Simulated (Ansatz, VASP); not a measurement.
**Two plane-wave programs on Nb2Te6Mo**

```xyz
9
Lattice="3.6310 0.0000 0.0000 -1.8155 3.1446 0.0000 0.0000 0.0000 22.7056" Properties=species:S:1:pos:R:3 pbc="T T T"
Nb    0.0000    0.0000   19.0055
Nb    0.0000    0.0000    3.7002
Te    1.8155    1.0482    1.8394
Te    1.8155    1.0482    9.5516
Te    1.8155    1.0482   17.1328
Te    0.0000    2.0964   20.8662
Te    0.0000    2.0964    5.5728
Te    0.0000    2.0964   13.1540
Mo    0.0000    0.0000   11.3528
```

Alike in both runs: task single point; functional PBE; k mesh 6 × 6 × 1; occupations gaussian, width 0.1 eV; collinear spin.

|  | VASP | Ansatz |
| --- | --- | --- |
| version | VASP 6.6.1 | Ansatz 0.2.0 |
| potentials or method | VASP PAW PBE potentials, release 64 (Nb_sv, Te, Mo_sv), cutoff 520 eV | scalar-relativistic, plane waves, PAW |
| valence electrons in the cell | 76 | 136 |

|  | VASP | Ansatz | Ansatz less VASP |
| --- | --- | --- | --- |
| gap on the k mesh at the Fermi level (eV) | none | none | - |
| pressure (GPa) | -0.1 | 0.0 | +0.06 |
| traceless stress, the component that is largest in VASP (GPa) | 0.33 | 0.30 | -0.024 |
| rms of the force components (eV/Å) | 0.042 | 0.042 | -0.0003 |
| net moment per atom (μB) | 0.00 | 0.00 | 0.000 |

Atom by atom the forces differ by 0.004 eV/Å (rms over components). A gap of «none» marks a metal or a gap that the smearing closes. With one functional, cell and mesh, what is left measures potentials, basis and numerics. VASP's potentials hold 76 valence electrons a cell and Ansatz's 136, so a difference there can come from the potentials and not from the codes. Ansatz's warnings: seeded moment not kept.

Spin-orbit coupling is off throughout.
